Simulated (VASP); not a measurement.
Set up this calculation in VASP 6.6.1, as the native input.

| Property | Result |
| --- | --- |
| Task | single point |
| Functional | PBE |
| Potentials or basis | VASP PAW PBE potentials, release 64 (Ge_d, Ga_d) |
| Cutoff | 520 eV |
| k mesh | 8 × 8 × 8 |
| Occupations | gaussian, width 0.013 eV |
| Spin | no spin polarisation |
| Dipole correction | no |
| Further INCAR settings | ALGO = Normal; EDIFF = 1e-06; NBANDS = 20 |

The structure of GaGe lies in POSCAR:

```
GaGe
1.0
    0.0000000000      2.8978440000      2.8978440000
    2.8978440000      0.0000000000      2.8978440000
    2.8978440000      2.8978440000      0.0000000000
Ge Ga
1 1
Direct
    0.0000000000      0.0000000000      0.0000000000
    0.2500000000      0.2500000000      0.2500000000
```

One way to write it, as run:

INCAR

```
  ALGO = Normal
  EDIFF = 1E-6
  ENCUT = 520
  GGA = PE
  ISIF = 2
  ISMEAR = 0
  LASPH = True
  LCHARG = False
  LREAL = False
  LWAVE = False
  NBANDS = 20
  NELM = 60
  PREC = Accurate
  SIGMA = 0.013000000000000001
```

KPOINTS

```
k-points
0
Gamma
  8 8 8
```

Potentials or basis: VASP PAW PBE potentials, release 64 (Ge_d, Ga_d).

The run is started by

```sh
$ cat potpaw_PBE.64/Ge_d/POTCAR potpaw_PBE.64/Ga_d/POTCAR > POTCAR
$ mpirun -np 1 vasp_std > vasp.out
```

Results of the run:

```yaml
Pressure: 0.3 GPa
Band_gap_on_the_k_mesh: zero (an odd number of electrons rules out a gap without spin polarisation)
```

Run time: 33 s on 1 thread of Intel(R) Xeon(R) Platinum 8259CL CPU @ 2.50GHz (Skylake/Cascade Lake) (shared host), peak memory 0.18 GiB.
